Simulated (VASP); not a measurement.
# Sb (Pm-3m) in VASP: further runs, part 2 of 3

VASP 6.6.1.

### Step 3. Single point, revPBE

Contents of INCAR:

```
PREC = Accurate
ENCUT = 520
EDIFF = 1E-6
ISMEAR = -1
SIGMA = 0.1
LREAL = False
LASPH = True
NELM = 100
ALGO = Normal
ISIF = 2
LWAVE = False
LCHARG = False
GGA = RE
NBANDS = 8
```

Contents of KPOINTS:

```
regular mesh
0
Gamma
  17 17 17
```

Contents of POSCAR:

```
Sb
1.0
    3.1227999760      0.0000000000      0.0000000000
    0.0000000000      3.1227999760      0.0000000000
    0.0000000000      0.0000000000      3.1227999760
Sb
1
Direct
    0.0000000000      0.0000000000      0.0000000000
```

Potentials or basis: VASP PAW PBE potentials, release 64 (Sb).

Started as:

```console
$ cat potpaw_PBE.64/Sb/POTCAR > POTCAR
$ mpirun -np 1 vasp_std > vasp.out
```

OUTCAR:

```text
PREC = Accurate
   ENCUT = 520
   EDIFF = 1E-6
   ISMEAR = -1
   LREAL = False
   LASPH = True
   NELM = 100
   ISIF = 2
   GGA = RE

 ion  position               nearest neighbor table
   1  0.000  0.000  0.000-

  LATTYP: Found a simple cubic cell.
 ALAT       =     3.1227999760

  Lattice vectors:

 A1 = (   3.1227999760,   0.0000000000,   0.0000000000)
 A2 = (   0.0000000000,   3.1227999760,   0.0000000000)
 A3 = (   0.0000000000,   0.0000000000,   3.1227999760)

Analysis of symmetry for initial positions (statically):
=====================================================================
 Subroutine PRICEL returns:
 Original cell was already a primitive cell.

 Routine SETGRP: Setting up the symmetry group for a
 simple cubic supercell.

 Subroutine GETGRP returns: Found 48 space group operations
 (whereof 48 operations were pure point group operations)
 out of a pool of 48 trial point group operations.

The static configuration has the point symmetry O_h .

Analysis of symmetry for dynamics (positions and initial velocities):
=====================================================================
 Subroutine PRICEL returns:
 Original cell was already a primitive cell.

 Routine SETGRP: Setting up the symmetry group for a
 simple cubic supercell.

 Subroutine GETGRP returns: Found 48 space group operations
 (whereof 48 operations were pure point group operations)
 out of a pool of 48 trial point group operations.

The dynamic configuration has the point symmetry O_h .

 Subroutine INISYM returns: Found 48 space group operations
 (whereof 48 operations are pure point group operations),
 and found     1 'primitive' translations

----------------------------------------------------------------------------------------

                                     Primitive cell

  volume of cell :      30.4532

  direct lattice vectors                    reciprocal lattice vectors
     3.122799976  0.000000000  0.000000000     0.320225441  0.000000000  0.000000000
     0.000000000  3.122799976  0.000000000     0.000000000  0.320225441  0.000000000
     0.000000000  0.000000000  3.122799976     0.000000000  0.000000000  0.320225441

  length of vectors
     3.122799976  3.122799976  3.122799976     0.320225441  0.320225441  0.320225441

  position of ions in fractional coordinates (direct lattice)
     0.000000000  0.000000000  0.000000000

  ion indices of the primitive-cell ions
   primitive index   ion index
                 1           1

----------------------------------------------------------------------------------------

 KPOINTS: regular mesh

Automatic generation of k-mesh.
 Grid dimensions read from file:
 generate k-points for:   17   17   17

 Generating k-lattice:

  Cartesian coordinates                     Fractional coordinates (reciprocal lattice)
     0.018836791  0.000000000  0.000000000     0.058823529  0.000000000  0.000000000
     0.000000000  0.018836791  0.000000000     0.000000000  0.058823529  0.000000000
     0.000000000  0.000000000  0.018836791     0.000000000  0.000000000  0.058823529

  Length of vectors
     0.018836791  0.018836791  0.018836791

  Shift w.r.t. Gamma in fractional coordinates (k-lattice)
     0.000000000  0.000000000  0.000000000

 Subroutine IBZKPT returns following result:
 ===========================================

 Found    165 irreducible k-points:

 Following reciprocal coordinates:
            Coordinates               Weight
  0.000000  0.000000  0.000000      1.000000
  0.058824  0.000000  0.000000      6.000000
  0.117647  0.000000  0.000000      6.000000
  0.176471  0.000000  0.000000      6.000000
  0.235294  0.000000  0.000000      6.000000
  0.294118  0.000000  0.000000      6.000000
[... 16 lines left out ...]
  0.411765  0.117647  0.000000     24.000000
  0.470588  0.117647  0.000000     24.000000
 [... further k-points ...]
   k-points           NKPTS =    165   k-points in BZ     NKDIM =    165   number of bands    NBANDS=      8
   number of dos      NEDOS =    301   number of ions     NIONS =      1
   total plane-waves  NPLWV =  13824
   dimension x,y,z NGX =    24 NGY =   24 NGZ =   24
   dimension x,y,z NGXF=    48 NGYF=   48 NGZF=   48
   ions per type =               1
   NGX,Y,Z   is equivalent  to a cutoff of  12.78, 12.78, 12.78 a.u.
   NGXF,Y,Z  is equivalent  to a cutoff of  25.55, 25.55, 25.55 a.u.
 SYSTEM =  unknown system
   PREC   = accura    normal or accurate (medium, high low for compatibility)
   ISTART =      0    job   : 0-new  1-cont  2-samecut
   ICHARG =      2    charge: 1-file 2-atom 10-const
   ISPIN  =      1    spin polarized calculation?
   LNONCOLLINEAR =      F non collinear calculations
   LSORBIT =      F    spin-orbit coupling
   LASPH  =      T    aspherical Exc in radial PAW
   ENCUT  =  520.0 eV  38.22 Ry    6.18 a.u.   5.81  5.81  5.81*2*pi/ulx,y,z
   NELM   =    100;   NELMIN=  2; NELMDL= -5     # of ELM steps
   EDIFF  = 0.1E-05   stopping-criterion for ELM
   LREAL  =      F    real-space projection
   EDIFFG = 0.1E-04   stopping-criterion for IOM
   NSW    =      0    number of steps for IOM
   IBRION =     -1    ionic relax: 0-MD 1-quasi-New 2-CG
   NFREE  =      0    steps in history (QN), initial steepest desc. (CG)
   ISIF   =      2    stress and relaxation
   ISYM   =      2    0-nonsym 1-usesym 2-fastsym
   POTIM  = 0.5000    time-step for ionic-motion
   TEBEG  =    0.0;   TEEND  =   0.0 temperature during run
   PSTRESS=    0.0 pullay stress
   NELECT =       5.0000    total number of electrons
   NUPDOWN=      -1.0000    fix difference up-down
   EMIN   =  10.00;   EMAX   =-10.00  energy-range for DOS
   EFERMI =   0.00;   METHOD = LEGACY
   ISMEAR =    -1;   SIGMA  =   0.10  broadening in eV -4-tet -1-fermi 0-gaus
   EFERMI_NEDOS =   21; number of points for ismear=-14 and -15
   IALGO  =     38    algorithm
   IMIX   =      4    mixing-type and parameters
     AMIX     =   0.40;   BMIX     =  1.00
     AMIX_MAG =   1.60;   BMIX_MAG =  1.00
  volume/ion in A,a.u.               =      30.45       205.51
  Fermi-wavevector in a.u.,A,eV,Ry     =   0.896439  1.694024 10.933677  0.803603
  Thomas-Fermi vector in A             =   2.018897
   LORBIT       =      0    0 simple, 1 ext, 2 COOP (PROOUT), +10 PAW based schemes
   GGA     = RE    functional components
   LHFCALC =     F    Hartree Fock is set to
   AEXX    =    0.0000 exact exchange contribution
   IVDW    =     0    specifies the selected vdW correction
   LEPSILON=     F    determine dielectric tensor
   LRPA    =     F    only Hartree local field effects (RPA)
 non-spin polarized calculation
  energy-cutoff  :      520.00
  volume of cell :       30.45
 maximum number of plane-waves:       840
 NGX is ok and might be reduce to    24
   NGX = 11   NGY = 11   NGZ = 11

 number of electron       5.0000000 magnetization

 Free energy of the ion-electron system (eV)
  ---------------------------------------------------
  ext. energy  EPLUGINS =         0.00000000
  ---------------------------------------------------
  free energy    TOTEN  =        -3.78043389 eV

  energy without entropy =       -3.76172767  energy(sigma->0) =       -3.77108078

 E-fermi :   6.9475     XC(G=0):  -9.4861

 val. band max:        6.9443643308   @ k =   0.2941   0.2353   0.2353
 cond. band min:       6.9809992701   @ k =   0.1765   0.1176   0.0588
 fundamental gap:      0.0366349393
 Fermi energy:         6.9475453849

 k-point     1 :       0.0000    0.0000    0.0000
  band No.  band energies     occupation
      1      -5.2663      2.00000
      2      10.1762      0.00000
      3      10.1762      0.00000
      4      10.1762      0.00000
      5      13.8210      0.00000
      6      13.8210      0.00000
      7      15.1494      0.00000
      8      24.4468      0.00000
[... 243 lines left out ...]
 k-point    24 :       0.4706    0.1176    0.0000
  band No.  band energies     occupation
      1      -2.7598      2.00000
      2       1.7737      2.00000
      3      10.2522      0.00000
      4      12.2917      0.00000
      5      15.1288      0.00000
      6      16.6617      0.00000
      7      18.2518      0.00000
      8      18.5091      0.00000

 [... further k-points ...]

------------------------ aborting loop because EDIFF is reached ----------------------------------------

  FORCE on cell =-STRESS in cart. coord.  units (eV):
  Direction    XX          YY          ZZ          XY          YZ          ZX
  --------------------------------------------------------------------------------------
  -------------------------------------------------------------------------------------
  Total        0.0406308      0.0406308      0.0406308     -0.0000000      0.0000000     -0.0000000
  in kB        2.1376338      2.1376338      2.1376338     -0.0000000      0.0000000     -0.0000000
  external PRESSURE =       2.1376338 kB  Pullay stress =       0.0000000 kB

 VOLUME and BASIS-vectors are now :
 -----------------------------------------------------------------------------
  energy-cutoff  :      520.00
  volume of cell :       30.45
      direct lattice vectors                 reciprocal lattice vectors
     3.122799976  0.000000000  0.000000000     0.320225441  0.000000000  0.000000000
     0.000000000  3.122799976  0.000000000     0.000000000  0.320225441  0.000000000
     0.000000000  0.000000000  3.122799976     0.000000000  0.000000000  0.320225441

 POSITION                                       TOTAL-FORCE (eV/Angst)
 -----------------------------------------------------------------------------------
      0.00000      0.00000      0.00000         0.000000      0.000000      0.000000
 -----------------------------------------------------------------------------------
    total drift:                                0.000000     -0.000000      0.000000

  FREE ENERGIE OF THE ION-ELECTRON SYSTEM (eV)
  ---------------------------------------------------
  free  energy   TOTEN  =        -3.7804338946 eV

  energy  without entropy=       -3.7617276661  energy(sigma->0) =       -3.77108078
```

OSZICAR:

```text
N       E                     dE             d eps       ncg     rms          rms(c)
DAV:   1     0.565396138347E+01    0.56540E+01   -0.16166E+03  2640   0.403E+02
DAV:   2    -0.366286358786E+01   -0.93168E+01   -0.90154E+01  3840   0.519E+01
DAV:   3    -0.377251760987E+01   -0.10965E+00   -0.10953E+00  3080   0.644E+00
DAV:   4    -0.377299442374E+01   -0.47681E-03   -0.47681E-03  4128   0.519E-01
DAV:   5    -0.377299621247E+01   -0.17887E-05   -0.17894E-05  3384   0.201E-02    0.192E+00
DAV:   6    -0.377724583981E+01   -0.42496E-02   -0.13309E-03  3416   0.234E-01    0.114E+00
DAV:   7    -0.378032046737E+01   -0.30746E-02   -0.34810E-03  2928   0.368E-01    0.831E-02
DAV:   8    -0.378042499189E+01   -0.10452E-03   -0.15585E-04  3616   0.842E-02    0.694E-03
DAV:   9    -0.378043220867E+01   -0.72168E-05   -0.69221E-06  3584   0.158E-02    0.261E-03
DAV:  10    -0.378043407050E+01   -0.18618E-05   -0.26167E-06  3192   0.900E-03    0.130E-03
DAV:  11    -0.378043389457E+01    0.17592E-06   -0.28845E-08  1816   0.120E-03
   1 F= -.37804339E+01 E0= -.37710808E+01  d E =-.187062E-01
```

stdout:

```text
POSCAR found type information on POSCAR Sb
 POSCAR found :  1 types and       1 ions
 scaLAPACK will be used
 -----------------------------------------------------------------------------
|                                                                             |
|                                                                             |
|     You enforced a specific xc type in the INCAR file but a different       |
|     I HOPE YOU KNOW WHAT YOU ARE DOING!                                     |
|                                                                             |
 -----------------------------------------------------------------------------

 LDA part: xc-table for (Slater+PW92), standard interpolation
 POSCAR, INCAR and KPOINTS ok, starting setup
 FFT: planning ... GRIDC
 FFT: planning ... GRID_SOFT
 FFT: planning ... GRID
 WAVECAR not read
 entering main loop
```

Wall time 26 s (1 thread of AMD EPYC 7R43 (Zen 3), shared host); peak memory 0.13 GiB.

Results:

```
Free energy : -3.7804 eV
Pressure    : 0.2 GPa
```

Levels at points of the mesh, in eV from the Fermi level:
| k point | band 1 | band 2 | band 3 | band 4 | band 5 | band 6 | band 7 |
| --- | --- | --- | --- | --- | --- | --- | --- |
| (0.00, 0.00, 0.00) | -12.21 | 3.23 | 3.23 | 3.23 | 6.87 | 6.87 | 8.20 |

Caveat: the PAW data sets were made with another functional, which shifts forces and pressure a little; spin-orbit coupling is left out, which moves the levels of the heavy elements.

### Step 4. Relaxation of cell and atoms, revPBE

This run uses another cell than the first one, of 29.36 Å³/atom, 0.964 times its volume.

Contents of INCAR:

```
SYSTEM = Sb
  PREC = Accurate
  ENCUT = 600
  EDIFF = 1E-7
  ISMEAR = -1
  SIGMA = 0.1
  LREAL = .False.
  LASPH = .True.
  NELM = 100
  ALGO = Normal
  ISIF = 3
  LWAVE = .False.
  LCHARG = .False.
  GGA = RE
  IBRION = 2
  NSW = 80
  EDIFFG = -0.01
```

Contents of KPOINTS:

```
Automatic mesh
0
Gamma
  10 10 10
  0 0 0
```

Contents of POSCAR:

```
Sb
1.0
    3.0848839383      0.0000000000      0.0000000000
    0.0000000000      3.0848839383      0.0000000000
    0.0000000000      0.0000000000      3.0848839383
Sb
1
Direct
    0.0000000000      0.0000000000      0.0000000000
```

Started as:

```console
$ cat potpaw_PBE.64/Sb/POTCAR > POTCAR
$ mpirun -np 1 vasp_std > vasp.out
```

Run time: 31 s. Hardware: 1 thread of AMD EPYC 7R43 (Zen 3), shared host; peak memory 0.12 GiB.

The run converged. Its results:

| Property | Result |
| --- | --- |
| Free energy | -3.7900 eV |
| Relaxed volume | 30.40 Å³/atom |
| Relaxed cell | a = 3.121 Å, b = 3.121 Å, c = 3.121 Å, α = 90.00°, β = 90.00°, γ = 90.00° |
| Space group after relaxing (to 0.05 Å) | Pm-3m (No. 221) |
| Energy gained by relaxing | 6.5 meV/atom |
| Ionic steps | 3 |
| Pressure after relaxing | 0.0 GPa |

Step by step:
| step | energy change (eV) | largest force (eV/Å) | pressure (GPa) | volume (Å³) |
| --- | --- | --- | --- | --- |
| 1 | 0.0000 | 0.0000 | 2.06 | 29.36 |
| 2 | -0.0047 | 0.0000 | -0.97 | 30.99 |
| 3 | -0.0065 | 0.0000 | 0.01 | 30.40 |

Final structure:
```
Sb
1.0
     3.12113    0.00000    0.00000
     0.00000    3.12113    0.00000
     0.00000    0.00000    3.12113
Sb
1
Direct
  0.00000 0.00000 0.00000
```

Levels at points of the mesh, in eV from the Fermi level:
```tsv
k point	band 1	band 2	band 3	band 4	band 5	band 6
(0.00, 0.00, 0.00)	-12.16	3.30	3.30	3.30	6.94	6.94
(0.50, 0.00, 0.00)	-9.81	-5.37	5.25	5.25	8.97	10.66
(0.50, 0.50, 0.00)	-7.31	-3.38	-3.38	2.34	7.23	12.73
(0.50, 0.50, 0.50)	-4.53	-1.52	-1.52	-1.52	4.92	4.92
```

Caveat: the PAW data sets were made with another functional, which shifts forces and pressure a little; spin-orbit coupling is left out, which moves the levels of the heavy elements.

(Part 2 of 3 ends here.)
